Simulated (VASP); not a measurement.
Write the native input for VASP 6.6.1 that does the following.

| Item | Value |
| --- | --- |
| Task | single point |
| Functional | LDA |
| Potentials or basis | VASP PAW LDA potentials, release 64 (W_sv, C_h) |
| Cutoff | 1300 eV |
| k mesh | 3 × 3 × 3 |
| Occupations | methfessel-paxton, width 0.1 eV |
| Spin | no spin polarisation |
| Dipole correction | no |
| Further INCAR settings | ALGO = Normal; EDIFF = 1e-06; NBANDS = 16 |

The structure of WC lies in POSCAR:

```
WC
1.0
    0.0000000000      2.1926840000      2.1926840000
    2.1926840000      0.0000000000      2.1926840000
    2.1926840000      2.1926840000      0.0000000000
W C
1 1
Direct
    0.0000000000      0.0000000000      0.0000000000
    0.5000000000      0.5000000000      0.5000000000
```

One way to write it, as run:

INCAR

```
SYSTEM = WC
PREC     = Accurate       ! precision mode
ENCUT    = 1300           ! plane-wave cutoff, eV
EDIFF    = 1E-6           ! SCF threshold, eV
ISMEAR   = 1              ! smearing method
SIGMA    = 0.1            ! smearing width, eV
LREAL    = .False.        ! projectors in reciprocal space
LASPH    = .True.         ! aspherical terms in the spheres
NELM     = 120            ! most SCF steps
ALGO     = Normal         ! electronic algorithm
ISIF     = 2              ! what is computed and relaxed
LWAVE    = .False.        ! write WAVECAR
LCHARG   = .True.         ! write CHGCAR
LELF     = .True.         ! ELF
LVHAR    = .True.       
NBANDS   = 16             ! bands
GGA_COMPAT= .False.
```

KPOINTS

```
Automatic mesh
0
Gamma
  3 3 3
  0 0 0
```

Potentials or basis: VASP PAW LDA potentials, release 64 (W_sv, C_h).

Launch:

```sh
$ cat potpaw_LDA.64/W_sv/POTCAR potpaw_LDA.64/C_h/POTCAR > POTCAR
$ mpirun -np 1 vasp_std > vasp.out
```

Results of the run:

```
Pressure               : -7.2 GPa
Band gap on the k mesh : zero (bands 9 and 10 overlap by 0.82 eV)
```

Caveat: the k points lie up to 0.83 Å⁻¹ apart, too coarse for converged energies and pressures of a metal; spin-orbit coupling is left out, which moves the levels of the heavy elements.

Run time: 3.8 s on 1 thread of Intel(R) Xeon(R) 6975P-C (Granite Rapids), with other jobs on the host, peak memory 0.18 GiB.
